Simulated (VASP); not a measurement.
**PtSe: single point with HSE06**

The system is PtSe.

```xyz
2
Lattice="0.0000 2.6174 2.6174 2.6174 0.0000 2.6174 2.6174 2.6174 0.0000" Properties=species:S:1:pos:R:3 pbc="T T T"
Pt    2.6174    2.6174    2.6174
Se    0.0000    0.0000    0.0000
```

- Program: VASP 6.6.1
- Task: single point
- Functional: HSE06
- Potentials or basis: VASP PAW PBE potentials, release 64 (Pt, Se)
- Cutoff: 520 eV
- k mesh: 4 × 4 × 4
- Occupations: fermi-dirac, width 0.05 eV
- Spin: no spin polarisation
- Dipole correction: no
- Grid for exact exchange (PRECFOCK): Normal
- Further INCAR settings: ALGO = Normal; EDIFF = 1e-06; NBANDS = 15
- Screening parameter: 0.2079 1/Å

```
Pressure               : -0.2 GPa
Band gap on the k mesh : zero (band 8 reaches 11.13 eV, above the bottom of band 9 at 5.99 eV)
```

Levels at points of the mesh, in eV from the Fermi level:
| k point | band 4 | band 5 | band 6 | band 7 | band 8 | band 9 | band 10 | band 11 | band 12 | band 13 |
| --- | --- | --- | --- | --- | --- | --- | --- | --- | --- | --- |
| (0.00, 0.00, 0.00) | -4.50 | -3.99 | -3.99 | -1.87 | -1.87 | -1.87 | 2.05 | 10.29 | 12.23 | 12.23 |
| (0.50, 0.00, 0.00) | -6.69 | -3.36 | -3.36 | -2.73 | 3.28 | 3.28 | 3.62 | 6.69 | 6.69 | 10.18 |
| (0.50, 0.50, 0.00) | -3.89 | -3.89 | -3.49 | -3.04 | -3.04 | -1.55 | 0.40 | 9.00 | 12.55 | 14.51 |

It took 13 min on 1 thread of Intel(R) Xeon(R) Platinum 8259CL CPU @ 2.50GHz (Skylake/Cascade Lake), with other jobs on the host, peak memory 0.27 GiB.

Caveat: the k points lie up to 0.52 Å⁻¹ apart; the PAW data sets were made with another functional, which shifts forces and pressure a little; spin-orbit coupling is left out, which moves the levels of the heavy elements.
